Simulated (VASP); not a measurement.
# Te2Mo (Cm) in VASP: notebook, part 2 of 2

VASP 6.6.1. The steps go on from the part before.

## 3. Single point, PBE (atom 1 (Te) moved by (+0.150, -0.300) A along y and z)

File INCAR:

```
PREC = Accurate ; ENCUT = 520
EDIFF = 1E-7 ; ISMEAR = 0
SIGMA = 0.05 ; LREAL = False
LASPH = True ; NELM = 60
ALGO = Normal ; ISIF = 2
LWAVE = False ; LCHARG = False
GGA = PE ; NBANDS = 35
```

File KPOINTS:

```
Automatic mesh
0
Gamma
  12 12 2
```

File POSCAR:

```
Te2Mo
1.0
    3.5570664331      0.0000000000      0.0000000000
   -1.7785332165      3.0805098940      0.0000000000
    0.0000000000      0.0000000000     15.2047186580
Te Mo
4 2
Direct
    0.3576799521      0.7153599042      0.6113636383
    0.6666666667      0.3333333333      0.1310943552
    0.3333333333      0.6666666667      0.8689056448
    0.6666666667      0.3333333333      0.3689056448
    0.3333333333      0.6666666667      0.2500000000
    0.6666666667      0.3333333333      0.7500000000
```

Potentials or basis: VASP PAW PBE potentials, release 64 (Te, Mo_sv).

On the command line:

```sh
> cat potpaw_PBE.64/Te/POTCAR potpaw_PBE.64/Mo_sv/POTCAR > POTCAR
> mpirun -np 1 vasp_std > vasp.out
```

OUTCAR:

```text
PREC = Accurate
   ENCUT = 520
   EDIFF = 1E-7
   ISMEAR = 0
   LREAL = False
   LASPH = True
   NELM = 60
   ISIF = 2
   GGA = PE

 ion  position               nearest neighbor table
   1  0.358  0.715  0.611-   6 2.84   6 3.00   6 3.00
   2  0.667  0.333  0.131-   5 2.74   5 2.74   5 2.74   4 3.62
   3  0.333  0.667  0.869-   6 2.74   6 2.74   6 2.74
   4  0.667  0.333  0.369-   5 2.74   5 2.74   5 2.74   2 3.62
   5  0.333  0.667  0.250-   2 2.74   4 2.74   2 2.74   4 2.74   2 2.74   4 2.74
   6  0.667  0.333  0.750-   3 2.74   3 2.74   3 2.74   1 2.84   1 3.00   1 3.00

  LATTYP: Found a hexagonal cell.
 ALAT       =     3.5570664331
 C/A-ratio  =     4.2745107363

  Lattice vectors:

 A1 = (   3.5570664331,   0.0000000000,   0.0000000000)
 A2 = (  -1.7785332165,   3.0805098940,   0.0000000000)
 A3 = (   0.0000000000,   0.0000000000,  15.2047186580)

Analysis of symmetry for initial positions (statically):
=====================================================================
 Subroutine PRICEL returns:
 Original cell was already a primitive cell.

 Routine SETGRP: Setting up the symmetry group for a
 hexagonal supercell.

 Subroutine GETGRP returns: Found  2 space group operations
 (whereof  2 operations were pure point group operations)
 out of a pool of 24 trial point group operations.

The static configuration has the point symmetry C_1h.

Analysis of symmetry for dynamics (positions and initial velocities):
=====================================================================
 Subroutine PRICEL returns:
 Original cell was already a primitive cell.

 Routine SETGRP: Setting up the symmetry group for a
 hexagonal supercell.

 Subroutine GETGRP returns: Found  2 space group operations
 (whereof  2 operations were pure point group operations)
 out of a pool of 24 trial point group operations.

[... 128 lines left out ...]
     AMIX_MAG =   1.60;   BMIX_MAG =  1.00
  volume/ion in A,a.u.               =      27.77       187.39
  Fermi-wavevector in a.u.,A,eV,Ry     =   1.110482  2.098507 16.778308  1.233171
  Thomas-Fermi vector in A             =   2.247034
   LORBIT       =      0    0 simple, 1 ext, 2 COOP (PROOUT), +10 PAW based schemes
   GGA     = PE    functional components
   LHFCALC =     F    Hartree Fock is set to
   AEXX    =    0.0000 exact exchange contribution
   IVDW    =     0    specifies the selected vdW correction
   LEPSILON=     F    determine dielectric tensor
   LRPA    =     F    only Hartree local field effects (RPA)
 non-spin polarized calculation
 Gauss-broadening in eV      SIGMA  =   0.05
  energy-cutoff  :      520.00
  volume of cell :      166.61
 maximum number of plane-waves:      4544
   NGX = 13   NGY = 13   NGZ = 57

 number of electron      52.0000002 magnetization

 Free energy of the ion-electron system (eV)
  ---------------------------------------------------
  ext. energy  EPLUGINS =         0.00000000
  ---------------------------------------------------
  free energy    TOTEN  =       -35.63682374 eV

  energy without entropy =      -35.63682374  energy(sigma->0) =      -35.63682374

 E-fermi :   7.1382     XC(G=0):  -9.8579

 val. band max:        6.8034978265   @ k =   0.5000   0.0000   0.0000
 cond. band min:       7.4782433822   @ k =  -0.3333   0.1667   0.0000
 fundamental gap:      0.6747455557
 Fermi energy:         7.1382385371

 k-point     1 :       0.0000    0.0000    0.0000
  band No.  band energies     occupation
      1     -54.0623      2.00000
      2     -53.9980      2.00000
      3     -28.2069      2.00000
      4     -28.1363      2.00000
      5     -28.1054      2.00000
      6     -28.1053      2.00000
[... 901 lines left out ...]
     34      10.3005      0.00000
     35      11.3272      0.00000

 [... further k-points ...]

------------------------ aborting loop because EDIFF is reached ----------------------------------------

  FORCE on cell =-STRESS in cart. coord.  units (eV):
  Direction    XX          YY          ZZ          XY          YZ          ZX
  --------------------------------------------------------------------------------------
  -------------------------------------------------------------------------------------
  Total       -1.7237576     -1.7099952     -5.2043955     -0.0000000      0.9315673      0.0000000
  in kB      -16.5765373    -16.4441910    -50.0481352     -0.0000000      8.9584291      0.0000000
  external PRESSURE =     -27.6896212 kB  Pullay stress =       0.0000000 kB

 VOLUME and BASIS-vectors are now :
 -----------------------------------------------------------------------------
  energy-cutoff  :      520.00
  volume of cell :      166.61
      direct lattice vectors                 reciprocal lattice vectors
     3.557066433  0.000000000  0.000000000     0.281130538  0.162310792  0.000000000
    -1.778533217  3.080509894  0.000000000     0.000000000  0.324621584  0.000000000
     0.000000000  0.000000000 15.204718658     0.000000000  0.000000000  0.065769056

 POSITION                                       TOTAL-FORCE (eV/Angst)
 -----------------------------------------------------------------------------------
      0.00000      2.20367      9.29561        -0.000000     -0.491411      2.227222
      1.77853      1.02684      1.99325        -0.000000     -0.000494     -0.019228
     -0.00000      2.05367     13.21147        -0.000000     -0.029316     -0.362879
      1.77853      1.02684      5.60911         0.000000      0.004747     -0.002351
     -0.00000      2.05367      3.80118         0.000000      0.002930      0.011652
      1.77853      1.02684     11.40354         0.000000      0.513544     -1.854417
 -----------------------------------------------------------------------------------
    total drift:                                0.000000      0.000056      0.000061

  FREE ENERGIE OF THE ION-ELECTRON SYSTEM (eV)
  ---------------------------------------------------
  free  energy   TOTEN  =       -35.6368237386 eV

  energy  without entropy=      -35.6368237386  energy(sigma->0) =      -35.63682374
```

OSZICAR:

```text
N       E                     dE             d eps       ncg     rms          rms(c)
DAV:   1     0.385598180426E+03    0.38560E+03   -0.26788E+04  6892   0.132E+03
DAV:   2    -0.151059976200E+02   -0.40070E+03   -0.38789E+03  7400   0.308E+02
DAV:   3    -0.364897496879E+02   -0.21384E+02   -0.20922E+02  7334   0.621E+01
[... 11 lines left out ...]
DAV:  15    -0.356368221246E+02    0.18046E-05   -0.22487E-05  6973   0.226E-02    0.161E-02
DAV:  16    -0.356368232686E+02   -0.11440E-05   -0.29534E-06  7095   0.729E-03    0.692E-03
DAV:  17    -0.356368235768E+02   -0.30821E-06   -0.69270E-07  6374   0.385E-03    0.376E-03
DAV:  18    -0.356368237274E+02   -0.15063E-06   -0.14688E-07  5408   0.162E-03    0.160E-03
DAV:  19    -0.356368237386E+02   -0.11163E-07   -0.25842E-08  3574   0.812E-04
   1 F= -.35636824E+02 E0= -.35636824E+02  d E =-.128522E-22
```

stdout:

```text
POSCAR found type information on POSCAR TeMo
 POSCAR found :  2 types and       6 ions
 scaLAPACK will be used
 LDA part: xc-table for (Slater+PW92), standard interpolation
 POSCAR, INCAR and KPOINTS ok, starting setup
 FFT: planning ... GRIDC
 FFT: planning ... GRID_SOFT
 FFT: planning ... GRID
 WAVECAR not read
 entering main loop
```

Wall time 6.4 min (1 thread of Intel Xeon 6975P-C (Granite Rapids), shared host); peak memory 0.58 GiB.

Results:

- Free energy: -35.6368 eV
- Pressure: -2.8 GPa
- Largest force: 2.281 eV/Å
- Band gap on the k mesh: 0.67 eV (least direct gap 0.90 eV)

Forces in eV/Å, atoms in the order of the input:
```
Te   0.000 -0.491  2.227
Te   0.000  0.000 -0.019
Te   0.000 -0.029 -0.363
Te   0.000  0.005 -0.002
Mo   0.000  0.003  0.012
Mo   0.000  0.514 -1.854
```

Stress tensor (GPa, compression positive):
```
-1.66  0.00  0.00
 0.00 -1.64  0.90
 0.00  0.90 -5.00
```

Levels at points of the mesh, in eV from the valence-band top:
| k point | band 23 | band 24 | band 25 | band 26 | band 27 | band 28 | band 29 | band 30 |
| --- | --- | --- | --- | --- | --- | --- | --- | --- |
| (0.00, 0.00, 0.00) | -0.73 | -0.58 | -0.35 | -0.21 | 2.58 | 2.73 | 2.86 | 2.87 |
| (0.50, 0.00, 0.00) | -0.92 | -0.75 | -0.51 | 0.00 | 1.21 | 1.42 | 1.45 | 1.67 |
| (0.00, 0.50, 0.00) | -0.92 | -0.74 | -0.51 | 0.00 | 1.21 | 1.41 | 1.45 | 1.66 |
| (0.00, 0.00, 0.50) | -0.63 | -0.42 | -0.35 | -0.26 | 2.58 | 2.73 | 2.85 | 2.87 |
| (0.50, 0.00, 0.50) | -0.92 | -0.75 | -0.51 | -0.01 | 1.21 | 1.43 | 1.54 | 1.58 |
| (0.00, 0.50, 0.50) | -0.91 | -0.73 | -0.51 | -0.01 | 1.21 | 1.40 | 1.55 | 1.58 |

Caveat: the cell differs from its parent crystal (atom 1 (Te) moved by (+0.150, -0.300) A along y and z); spin-orbit coupling is left out, which moves the levels of the heavy elements; this functional lacks dispersion, which binds the layers, so the pressure and a relaxed spacing across them are unreliable; forces of over 1 eV/Å act on the atoms, so gaps and moduli don't describe the material at rest.
